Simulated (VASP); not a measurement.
Set up this calculation in VASP 6.6.1, as the native input.

```yaml
Task: single point
Functional: r2SCAN
Potentials_or_basis: VASP PAW PBE potentials, release 64 (Ba_sv, O, Zr_sv)
Cutoff: 660 eV
k_mesh: 6 × 6 × 6
Occupations: gaussian, width 0.02 eV
Spin: no spin polarisation
Dipole_correction: no
Further_INCAR_settings: ALGO = Normal; EDIFF = 1e-06; NBANDS = 28
```

Crystal: BaZrO3.

```
Ba O Zr
1.0
     4.22721    0.00000    0.00000
     0.00000    4.22721    0.00000
     0.00000    0.00000    4.22721
Ba O Zr
1 3 1
Direct
  0.00000 0.00000 0.00000
  0.50000 0.50000 0.00000
  0.00000 0.50000 0.50000
  0.50000 0.00000 0.50000
  0.50000 0.50000 0.50000
```

The input as run:

POSCAR

```
BaZrO3
1.0
    4.2272125058      0.0000000000      0.0000000000
    0.0000000000      4.2272125058      0.0000000000
    0.0000000000      0.0000000000      4.2272125058
Ba O Zr
1 3 1
Direct
    0.0000000000      0.0000000000      0.0000000000
    0.5000000000      0.5000000000      0.0000000000
    0.0000000000      0.5000000000      0.5000000000
    0.5000000000      0.0000000000      0.5000000000
    0.5000000000      0.5000000000      0.5000000000
```

INCAR.step1

```
SYSTEM = BaZrO3
PREC = Accurate ; ENCUT = 660
ISMEAR = 0 ; SIGMA = 0.02
LREAL = .False. ; LASPH = .True.
NELM = 120 ; NBANDS = 28
GGA = PE ; ALGO = Normal
EDIFF = 1E-5 ; LWAVE = .True.
LCHARG = .False. ; GGA_COMPAT = .False.
```

INCAR.step2

```
SYSTEM = BaZrO3
PREC = Accurate ; ENCUT = 660
EDIFF = 1E-6 ; ISMEAR = 0
SIGMA = 0.02 ; LREAL = .False.
LASPH = .True. ; NELM = 120
ALGO = Normal ; ISIF = 2
LWAVE = .False. ; LCHARG = .False.
METAGGA = R2SCAN ; LMIXTAU = .True.
NBANDS = 28 ; ISTART = 1
GGA_COMPAT = .False.
```

KPOINTS

```
regular mesh
0
Gamma
  6 6 6
  0 0 0
```

Potentials or basis: VASP PAW PBE potentials, release 64 (Ba_sv, O, Zr_sv).

The run is started by

```bash
$ cat potpaw_PBE.64/Ba_sv/POTCAR potpaw_PBE.64/O/POTCAR potpaw_PBE.64/Zr_sv/POTCAR > POTCAR
$ cp INCAR.step1 INCAR
$ mpirun -np 1 vasp_std > vasp.out
$ cp INCAR.step2 INCAR
$ mpirun -np 1 vasp_std > vasp.out
```

It gave:

* Pressure: -1.8 GPa
* Band gap on the k mesh: 3.64 eV (least direct gap 3.91 eV)

Caveat: the PAW data sets were made with another functional, which shifts forces and pressure a little; spin-orbit coupling is left out, which moves the levels of the heavy elements.

Wall time 2.6 min on 1 thread of Intel(R) Xeon(R) Platinum 8259CL CPU @ 2.50GHz (Skylake/Cascade Lake), with other jobs on the host, peak memory 0.25 GiB.
